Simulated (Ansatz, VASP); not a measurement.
## HfN in VASP and in Ansatz

```
Hf N
1.0
     0.00000    2.23398    2.23398
     2.23398    0.00000    2.23398
     2.23398    2.23398    0.00000
Hf N
1 1
Direct
  0.99921 0.00079 0.00079
  0.51007 0.48993 0.48993
```

Change from the starting cell: mode 4 frozen in at -0.045 Å, equal normal strain along x and y +0.0000.

Alike in both runs: task single point; functional LDA; k mesh 18 × 18 × 18; occupations gaussian, width 0.15 eV; no spin polarisation.

|  | VASP | Ansatz |
| --- | --- | --- |
| version | VASP 6.6.1 | Ansatz 0.2.0 |
| potentials or method | VASP PAW LDA potentials, release 64 (Hf_pv, N), cutoff 520 eV | scalar-relativistic, plane waves, PAW |
| valence electrons in the cell | 15 | 31 |

```csv
,VASP,Ansatz,Ansatz less VASP
gap on the k mesh at the Fermi level (eV),none,none,-
pressure (GPa),-0.8,0.4,+1.19
"traceless stress, the component that is largest in VASP (GPa)",0.66,0.66,-0.001
rms of the force components (eV/Å),0.359,0.356,-0.0037
```

Ansatz warns that its potentials were made for another functional, while VASP's fit it. LDA's correlation is that of Perdew and Zunger in VASP and of Perdew and Wang (1992) in Ansatz. Atom by atom the forces differ by 0.004 eV/Å (rms over components). A gap of «none» marks a metal or a gap that the smearing closes. VASP's potentials hold 15 valence electrons a cell and Ansatz's 31, so a difference there can come from the potentials and not from the codes.

Spin-orbit coupling is off throughout.
